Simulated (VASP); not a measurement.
# SiBi2Te5 (P-3m1) in VASP: notebook

The runs below take SiBi2Te5 through single point, with PBE.

All numbers are computed with VASP 6.6.1; they aren't measurements. Logs are shortened: lines on timing, memory, paths and dates and some standing lists are left out, and cuts for length are marked.

## (1) The cell of the first run

The structure is trigonal, space group P-3m1 (No. 164). Conventional cell: a = 4.187 Å, b = 4.187 Å, c = 17.265 Å, α = 90.00°, β = 90.00°, γ = 120.00°. Si (site symmetry -3m) has 6 Te at 2.84 Å within 3.7 Å. Within 4.0 Å of Bi (site symmetry 3m) lie 6 Te at 3.05 to 3.26 Å. Te (site symmetry 3m) has 3 Si at 2.84 Å and 6 Te at 3.83 to 3.93 Å within 4.0 Å. Te (site symmetry 3m) has 3 Bi at 3.05 Å and 3 Te at 3.93 Å within 4.0 Å. Te (site symmetry -3m) has 6 Bi at 3.26 Å and 6 Te at 4.19 Å within 4.3 Å.

## (2) Single point, PBE

INCAR

```
PREC     = Accurate       # precision mode
ENCUT    = 500            # plane-wave cutoff, eV
EDIFF    = 1E-6           # SCF threshold, eV
ISMEAR   = 0              # smearing method
SIGMA    = 0.1            # smearing width, eV
LREAL    = F              # projectors in reciprocal space
LASPH    = T              # aspherical terms in the spheres
NELM     = 120            # most SCF steps
ALGO     = Normal         # electronic algorithm
ISIF     = 2              # what is computed and relaxed
LWAVE    = F              # write WAVECAR
LCHARG   = F              # write CHGCAR
GGA      = PE             # functional
NBANDS   = 42             # bands
GGA_COMPAT= F
```

KPOINTS

```
regular mesh
0
Gamma
  12 12 2
```

POSCAR

```
SiBi2Te5
1.0
    4.1866561936      0.0000000000      0.0000000000
   -2.0933280968      3.6257506206      0.0000000000
    0.0000000000      0.0000000000     17.2651192464
Si Bi Te
1 2 5
Direct
    0.0000000000      0.0000000000      0.5000000000
    0.3333333333      0.6666666667      0.1265008115
    0.6666666667      0.3333333333      0.8734991885
    0.3333333333      0.6666666667      0.4137824987
    0.6666666667      0.3333333333      0.5862175013
    0.6666666667      0.3333333333      0.2339449075
    0.3333333333      0.6666666667      0.7660550925
    0.0000000000      0.0000000000      0.0000000000
```

Potentials or basis: VASP PAW PBE potentials, release 64 (Si, Bi_d, Te).

Run with:

```
$ cat potpaw_PBE.64/Si/POTCAR potpaw_PBE.64/Bi_d/POTCAR potpaw_PBE.64/Te/POTCAR > POTCAR
$ mpirun -np 1 vasp_std > vasp.out
```

OUTCAR:

```text
PREC = Accurate
   ENCUT = 500
   EDIFF = 1E-6
   ISMEAR = 0
   LREAL = F
   LASPH = T
   NELM = 120
   ISIF = 2
   GGA = PE

 ion  position               nearest neighbor table
   1  0.000  0.000  0.500-   4 2.84   5 2.84   5 2.84   4 2.84   5 2.84   4 2.84
   2  0.333  0.667  0.127-   6 3.05   6 3.05   6 3.05   8 3.26   8 3.26   8 3.26
   3  0.667  0.333  0.873-   7 3.05   7 3.05   7 3.05   8 3.26   8 3.26   8 3.26
   4  0.333  0.667  0.414-   1 2.84   1 2.84   1 2.84
   5  0.667  0.333  0.586-   1 2.84   1 2.84   1 2.84
   6  0.667  0.333  0.234-   2 3.05   2 3.05   2 3.05
   7  0.333  0.667  0.766-   3 3.05   3 3.05   3 3.05
   8  0.000  0.000  0.000-   2 3.26   3 3.26   3 3.26   2 3.26   3 3.26   2 3.26

  LATTYP: Found a hexagonal cell.
 ALAT       =     4.1866561936
 C/A-ratio  =     4.1238445308

  Lattice vectors:

 A1 = (   4.1866561936,   0.0000000000,   0.0000000000)
 A2 = (  -2.0933280968,   3.6257506206,   0.0000000000)
 A3 = (   0.0000000000,   0.0000000000,  17.2651192464)

Analysis of symmetry for initial positions (statically):
=====================================================================
 Subroutine PRICEL returns:
 Original cell was already a primitive cell.

 Routine SETGRP: Setting up the symmetry group for a
 hexagonal supercell.

 Subroutine GETGRP returns: Found 12 space group operations
 (whereof 12 operations were pure point group operations)
 out of a pool of 24 trial point group operations.

The static configuration has the point symmetry D_3d.

Analysis of symmetry for dynamics (positions and initial velocities):
=====================================================================
 Subroutine PRICEL returns:
 Original cell was already a primitive cell.

 Routine SETGRP: Setting up the symmetry group for a
 hexagonal supercell.

 Subroutine GETGRP returns: Found 12 space group operations
 (whereof 12 operations were pure point group operations)
 out of a pool of 24 trial point group operations.

The dynamic configuration has the point symmetry D_3d.

 Subroutine INISYM returns: Found 12 space group operations
 (whereof 12 operations are pure point group operations),
 and found     1 'primitive' translations

----------------------------------------------------------------------------------------

                                     Primitive cell

[... 94 lines left out ...]
   ISTART =      0    job   : 0-new  1-cont  2-samecut
   ICHARG =      2    charge: 1-file 2-atom 10-const
   ISPIN  =      1    spin polarized calculation?
   LNONCOLLINEAR =      F non collinear calculations
   LSORBIT =      F    spin-orbit coupling
   LASPH  =      T    aspherical Exc in radial PAW
   ENCUT  =  500.0 eV  36.75 Ry    6.06 a.u.   7.63  7.63 31.48*2*pi/ulx,y,z
   NELM   =    120;   NELMIN=  2; NELMDL= -5     # of ELM steps
   EDIFF  = 0.1E-05   stopping-criterion for ELM
   LREAL  =      F    real-space projection
[... 7 lines left out ...]
   TEBEG  =    0.0;   TEEND  =   0.0 temperature during run
   PSTRESS=    0.0 pullay stress
   NELECT =      64.0000    total number of electrons
   NUPDOWN=      -1.0000    fix difference up-down
   EMIN   =  10.00;   EMAX   =-10.00  energy-range for DOS
   EFERMI =   0.00;   METHOD = LEGACY
   ISMEAR =     0;   SIGMA  =   0.10  broadening in eV -4-tet -1-fermi 0-gaus
   EFERMI_NEDOS =   21; number of points for ismear=-14 and -15
   IALGO  =     38    algorithm
   IMIX   =      4    mixing-type and parameters
     AMIX     =   0.40;   BMIX     =  1.00
     AMIX_MAG =   1.60;   BMIX_MAG =  1.00
  volume/ion in A,a.u.               =      32.76       221.08
  Fermi-wavevector in a.u.,A,eV,Ry     =   1.023269  1.933698 14.246385  1.047080
  Thomas-Fermi vector in A             =   2.156994
   LORBIT       =      0    0 simple, 1 ext, 2 COOP (PROOUT), +10 PAW based schemes
   GGA     = PE    functional components
   LHFCALC =     F    Hartree Fock is set to
   AEXX    =    0.0000 exact exchange contribution
   IVDW    =     0    specifies the selected vdW correction
   LEPSILON=     F    determine dielectric tensor
   LRPA    =     F    only Hartree local field effects (RPA)
 non-spin polarized calculation
 Gauss-broadening in eV      SIGMA  =   0.10
  energy-cutoff  :      500.00
  volume of cell :      262.08
 maximum number of plane-waves:      6695
 NGX is ok and might be reduce to    32
   NGX = 15   NGY = 15   NGZ = 63

 number of electron      63.9999990 magnetization

 Free energy of the ion-electron system (eV)
  ---------------------------------------------------
  ext. energy  EPLUGINS =         0.00000000
  ---------------------------------------------------
  free energy    TOTEN  =       -29.30697814 eV

  energy without entropy =      -29.29609360  energy(sigma->0) =      -29.30153587

 E-fermi :   5.6752     XC(G=0):  -9.1844

 val. band max:        5.6551210320   @ k =   0.4167   0.0833   0.5000
 cond. band min:       5.7350012200   @ k =   0.0833   0.0833   0.5000
 fundamental gap:      0.0798801880
 Fermi energy:         5.6752421729

 k-point     1 :       0.0000    0.0000    0.0000
  band No.  band energies     occupation
      1     -17.4087      2.00000
      2     -17.4087      2.00000
      3     -17.4079      2.00000
      4     -17.4079      2.00000
      5     -17.3928      2.00000
      6     -17.3915      2.00000
[... 1069 lines left out ...]
     41       9.5687      0.00000
     42       9.5871      0.00000

 [... further k-points ...]
[... 5 lines left out ...]
  --------------------------------------------------------------------------------------
  -------------------------------------------------------------------------------------
  Total       -0.0205963     -0.0205963     -0.0170585      0.0000000     -0.0000000      0.0000000
  in kB       -0.1259113     -0.1259113     -0.1042835      0.0000000     -0.0000000      0.0000000
  external PRESSURE =      -0.1187020 kB  Pullay stress =       0.0000000 kB

 VOLUME and BASIS-vectors are now :
 -----------------------------------------------------------------------------
  energy-cutoff  :      500.00
  volume of cell :      262.08
      direct lattice vectors                 reciprocal lattice vectors
     4.186656194  0.000000000  0.000000000     0.238854101  0.137902479  0.000000000
    -2.093328097  3.625750621  0.000000000     0.000000000  0.275804959  0.000000000
     0.000000000  0.000000000 17.265119246     0.000000000  0.000000000  0.057920249

 POSITION                                       TOTAL-FORCE (eV/Angst)
 -----------------------------------------------------------------------------------
      0.00000      0.00000      8.63256        -0.000000      0.000000      0.000000
     -0.00000      2.41717      2.18405         0.000000      0.000000     -0.010214
      2.09333      1.20858     15.08107        -0.000000      0.000000      0.010214
     -0.00000      2.41717      7.14400         0.000000     -0.000000     -0.006351
      2.09333      1.20858     10.12112        -0.000000      0.000000      0.006351
      2.09333      1.20858      4.03909        -0.000000      0.000000      0.013342
     -0.00000      2.41717     13.22603         0.000000      0.000000     -0.013342
      0.00000      0.00000      0.00000        -0.000000      0.000000      0.000000
 -----------------------------------------------------------------------------------
    total drift:                               -0.000000      0.000000      0.000000

  FREE ENERGIE OF THE ION-ELECTRON SYSTEM (eV)
  ---------------------------------------------------
  free  energy   TOTEN  =       -29.3069781400 eV

  energy  without entropy=      -29.2960935970  energy(sigma->0) =      -29.30153587
```

It took 8.9 min on 1 thread of Oxide Virtual Turin-like, shared host; peak memory 0.52 GiB.

Results:

```
Free energy            : -29.3070 eV
Pressure               : 0.0 GPa
Largest force          : 0.013 eV/Å
Band gap on the k mesh : zero (bands 32 and 33 overlap by 0.62 eV)
```

Forces on the atoms (eV/Å):
```
Si   0.000  0.000  0.000
Bi   0.000  0.000 -0.010
Bi   0.000  0.000  0.010
Te   0.000  0.000 -0.006
Te   0.000  0.000  0.006
Te   0.000  0.000  0.013
Te   0.000  0.000 -0.013
Te   0.000  0.000  0.000
```

Levels at points of the mesh, in eV from the Fermi level:
```tsv
k point	band 28	band 29	band 30	band 31	band 32	band 33	band 34	band 35	band 36	band 37
(0.00, 0.00, 0.00)	-0.74	-0.74	-0.37	-0.37	0.23	0.42	1.28	1.47	1.47	1.67
(0.50, 0.00, 0.00)	-1.65	-1.12	-0.98	-0.87	-0.65	-0.39	1.24	1.44	1.79	2.60
(0.00, 0.00, 0.50)	-0.80	-0.80	-0.35	-0.35	0.06	0.47	1.29	1.46	1.46	1.71
(0.50, 0.00, 0.50)	-2.14	-1.51	-1.00	-0.67	-0.52	-0.07	1.09	1.17	1.71	2.81
```

Caveat: spin-orbit coupling is left out, which moves the levels of the heavy elements; this functional lacks dispersion, which binds layers or chains, so the pressure and a relaxed spacing across them are unreliable.

## (3) Single point, PBE (33.75 Å³/atom)

This run uses another cell than the first one, of 33.75 Å³/atom.

INCAR

```
SYSTEM = SiBi2Te5
  PREC = Accurate
  ENCUT = 500
  EDIFF = 1E-6
  ISMEAR = 0
  SIGMA = 0.1
  LREAL = .False.
  LASPH = .True.
  NELM = 120
  ALGO = Normal
  ISIF = 2
  LWAVE = .False.
  LCHARG = .False.
  GGA = PE
  NBANDS = 42
  GGA_COMPAT = .False.
```

KPOINTS

```
regular mesh
0
Gamma
  12 12 2
  0 0 0
```

POSCAR

```
SiBi2Te5
1.0
    4.2062177481      0.0000000000      0.0000000000
   -2.1031088740      3.6426914237      0.0000000000
    0.0000000000      0.0000000000     17.6223358234
Si Bi Te
1 2 5
Direct
    0.0000000000      0.0000000000      0.5000000000
    0.3333333333      0.6666666667      0.1239182400
    0.6666666667      0.3333333333      0.8760817600
    0.3333333333      0.6666666667      0.4154307843
    0.6666666667      0.3333333333      0.5845692157
    0.6666666667      0.3333333333      0.2285649329
    0.3333333333      0.6666666667      0.7714350671
    0.0000000000      0.0000000000      0.0000000000
```

Potentials or basis: VASP PAW PBE potentials, release 64 (Si, Bi_d, Te).

Run with:

```
$ cat potpaw_PBE.64/Si/POTCAR potpaw_PBE.64/Bi_d/POTCAR potpaw_PBE.64/Te/POTCAR > POTCAR
$ mpirun -np 1 vasp_std > vasp.out
```

It took 12 min on 1 thread of Oxide Virtual Turin-like, shared host; peak memory 0.56 GiB.

Results (log left out):

```
Free energy            : -29.2942 eV
Pressure               : -0.5 GPa
Largest force          : 0.005 eV/Å
Band gap on the k mesh : zero (bands 32 and 33 overlap by 0.53 eV)
```

Forces on the atoms (eV/Å):
```
Si   0.000  0.000  0.000
Bi   0.000  0.000 -0.003
Bi   0.000  0.000  0.003
Te   0.000  0.000  0.004
Te   0.000  0.000 -0.004
Te   0.000  0.000  0.005
Te   0.000  0.000 -0.005
Te   0.000  0.000  0.000
```

Levels at points of the mesh, in eV from the Fermi level:
```
           k point  band 29  band 30  band 31  band 32  band 33  band 34  band 35  band 36
(0.00, 0.00, 0.00)    -0.70    -0.33    -0.33     0.20     0.33     1.24     1.49     1.49
(0.50, 0.00, 0.00)    -1.07    -0.87    -0.81    -0.56    -0.33     1.25     1.47     1.83
(0.00, 0.00, 0.50)    -0.73    -0.32    -0.32     0.02     0.39     1.25     1.49     1.49
(0.50, 0.00, 0.50)    -1.35    -0.89    -0.64    -0.48    -0.10     1.14     1.27     1.79
```

Caveat: spin-orbit coupling is left out, which moves the levels of the heavy elements; this functional lacks dispersion, which binds layers or chains, so the pressure and a relaxed spacing across them are unreliable.

The gap in the log of VASP goes by the Fermi energy; the results here count the filled bands.